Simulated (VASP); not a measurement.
**TaN: single point with r2SCAN+U**

Crystal: TaN.

```
CELL_PARAMETERS angstrom
0.00000 2.17900 2.17900
2.17900 0.00000 2.17900
2.17900 2.17900 0.00000
ATOMIC_POSITIONS crystal
Ta 0.50000 0.50000 0.50000
N 0.00000 0.00000 0.00000
```

| Quantity | Value |
| --- | --- |
| Program | VASP 6.6.1 |
| Task | single point |
| Functional | r2SCAN |
| Potentials or basis | VASP PAW PBE potentials, release 64 (Ta_pv, N) |
| Cutoff | 520 eV |
| k mesh | 7 × 7 × 7 |
| Occupations | gaussian, width 0.05 eV |
| Spin | collinear spin, ferromagnetic start |
| Starting moments | [2.0, 0.0] μB |
| Hubbard terms | Ta d U = 4.0 eV |

* Pressure: 24.7 GPa
* Band gap on the k mesh: zero (filled and empty bands overlap)
* Net moment: 0.00 μB per cell
* Valence electrons inside the program's atomic spheres: Ta 8.89; N 3.86

Levels at points of the mesh, in eV from the Fermi level:
Spin up:
```tsv
k point	band 4	band 5	band 6	band 7	band 8	band 9	band 10	band 11	band 12	band 13
(0.00, 0.00, 0.00)	-20.63	-4.53	-4.53	-4.53	-2.24	-2.24	-2.24	0.41	0.41	1.50
```
Spin down:
```tsv
k point	band 6	band 7	band 8	band 9	band 10	band 11
(0.00, 0.00, 0.00)	-4.53	-4.53	-2.24	-2.24	-2.24	0.41
```

Eigenvalues of the final occupation matrices:
```
    site  spin  trace               eigenvalues
site 1 d     1   1.19  0.20 0.20 0.26 0.26 0.26
site 1 d     2   1.19  0.20 0.20 0.26 0.26 0.26
```

Run time: 69 s on 1 thread of Intel Xeon 8259CL, on a shared host, peak memory 0.17 GiB.

Caveat: the PAW data sets were made with another functional, which shifts forces and pressure a little; spin-orbit coupling is left out, which moves the levels of the heavy elements. The state reached can hang on the start; a lower one may exist.
